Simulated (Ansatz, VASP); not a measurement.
This is a calculation of Sb for Ansatz 0.2.0.

input

```
crystal:
  lattice:
    - [0.0, 2.3712425216, 2.3712425216]
    - [2.3712425216, 0.0, 2.3712425216]
    - [2.3712425216, 2.3712425216, 0.0]
  atoms:
    - { symbol: Sb, position: [0.0, 0.0, 0.0] }
hamiltonian:
  xc: { exchange: pbesol, correlation: pbesol, exx: { coeff: 0.25 } }
  pseudopotentials: { kind: paw }
kpoints:
  mp_grid: { grid: [5, 5, 5] }
scf:
  occupations: { method: fermi_dirac, width: 0.05 }
output:
  forces: true
  stress: true
  eigenvalues: true
relax:
  f_tol: 0.01
  max_steps: 40
  cell: { stress_tol: 0.05 }
```

Q: Translate it to VASP 6.6.1. Potentials there: VASP PAW PBE potentials, release 64 (Sb).

A: As run (the cutoff follows the program's own potentials):

Contents of POSCAR:

```
Sb
1.0
    0.0000000000      2.3712425216      2.3712425216
    2.3712425216      0.0000000000      2.3712425216
    2.3712425216      2.3712425216      0.0000000000
Sb
1
Direct
    0.0000000000      0.0000000000      0.0000000000
```

INCAR.step1

```
PREC = Accurate
ENCUT = 600
EDIFF = 1E-5
ISMEAR = -1
SIGMA = 0.05
LREAL = F
LASPH = T
NELM = 80
ALGO = Normal
LWAVE = T
LCHARG = F
GGA = PE
NBANDS = 8
```

The input INCAR.step2:

```
PREC = Accurate
ENCUT = 600
EDIFF = 1E-7
ISMEAR = -1
SIGMA = 0.05
LREAL = F
LASPH = T
NELM = 80
ALGO = Normal
ISIF = 3
LWAVE = F
LCHARG = F
GGA = PS
LHFCALC = T
AEXX = 0.25
PRECFOCK = Normal
IBRION = 2
NSW = 60
EDIFFG = -0.01
ISTART = 1
```

KPOINTS

```
Automatic mesh
0
Gamma
  5 5 5
```

Potentials or basis: VASP PAW PBE potentials, release 64 (Sb).

Launch:

```console
$ cat potpaw_PBE.64/Sb/POTCAR > POTCAR
$ cp INCAR.step1 INCAR
$ mpirun -np 1 vasp_std > vasp.out
$ cp INCAR.step2 INCAR
$ mpirun -np 1 vasp_std > vasp.out
```

Both were run:

|  | VASP | Ansatz | Ansatz less VASP |
| --- | --- | --- | --- |
| gap on the k mesh at the Fermi level, each at its own relaxed structure (eV) | none | none | - |
| relaxed volume (Å³/atom) | 25.45 | 25.85 | +0.397 |
| relaxed cell length with the largest relative difference (Å) | 3.302 | 3.319 | +0.0171 |

VASP's potentials were made for PBE, not for PBEsol-based global hybrid. A gap of «none» marks a metal or a gap that the smearing closes. VASP's potentials hold 5 valence electrons a cell and Ansatz's 15, so a difference there can come from the potentials and not from the codes.

The k mesh is coarse, so the values compare programs but aren't converged. Neither program's run includes spin-orbit coupling. Noted on Ansatz's run: the plane-wave basis is chosen anew once the cell has moved, so the energies of steps on either side of that aren't comparable.
